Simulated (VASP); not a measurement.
Input of a VASP 6.6.1 run:

INCAR

```
SYSTEM = MnO2
ALGO     = Normal         ! electronic algorithm
EDIFF    = 1E-6           ! SCF threshold, eV
ENCUT    = 520            ! plane-wave cutoff, eV
GGA      = PS             ! functional
ISIF     = 2              ! what is computed and relaxed
ISMEAR   = -1             ! smearing method
ISPIN    = 2              ! spin polarisation
LASPH    = .TRUE.         ! aspherical terms in the spheres
LCHARG   = .FALSE.        ! write CHGCAR
LMAXMIX  = 4              ! l up to which the mixer works
LORBIT   = 11             ! projections on sites
LREAL    = .FALSE.        ! projectors in reciprocal space
LWAVE    = .FALSE.        ! write WAVECAR
MAGMOM   = 4 4 0 0 0 0    ! initial moments
NBANDS   = 38             ! bands
NELM     = 150            ! most SCF steps
NUPDOWN  = 8.0            ! fixed moment
PREC     = Accurate       ! precision mode
SIGMA    = 0.05           ! smearing width, eV
```

Contents of KPOINTS:

```
k-points
0
G
  8 6 4
  0 0 0
```

File POSCAR:

```
MnO2
1.0
    2.9041580000      0.0000000000      0.0000000000
    0.0000000000      3.8448100000      0.0000000000
    0.0000000000      0.0000000000      6.1642640000
Mn O
2 4
Direct
    0.5000000000      0.5000000000      0.3433015000
    0.0000000000      0.0000000000      0.6566985000
    0.5000000000      0.0000000000      0.8375675000
    0.0000000000      0.5000000000      0.1624325000
    0.5000000000      0.0000000000      0.4217995000
    0.0000000000      0.5000000000      0.5782005000
```

Potentials or basis: VASP PAW PBE potentials, release 64 (Mn_pv, O).

Launch:

```console
$ cat potpaw_PBE.64/Mn_pv/POTCAR potpaw_PBE.64/O/POTCAR > POTCAR
$ mpirun -np 1 vasp_std > vasp.out
```

Task: Estimate the pressure.

Result: 0.2 GPa.

Task: What does it give for the largest force?

Result: 0.878 eV/Å.

Forces on the atoms (eV/Å):
```
Mn   0.000  0.000  0.878
Mn   0.000  0.000 -0.878
O    0.000  0.000  0.359
O    0.000  0.000 -0.359
O    0.000  0.000 -0.170
O    0.000  0.000  0.170
```

Caveat: the PAW data sets were made with another functional, which shifts forces and pressure a little; the total moment is fixed, so each spin has its own Fermi level; only a ferromagnetic start was run, and an antiferromagnetic order may lie lower in energy.
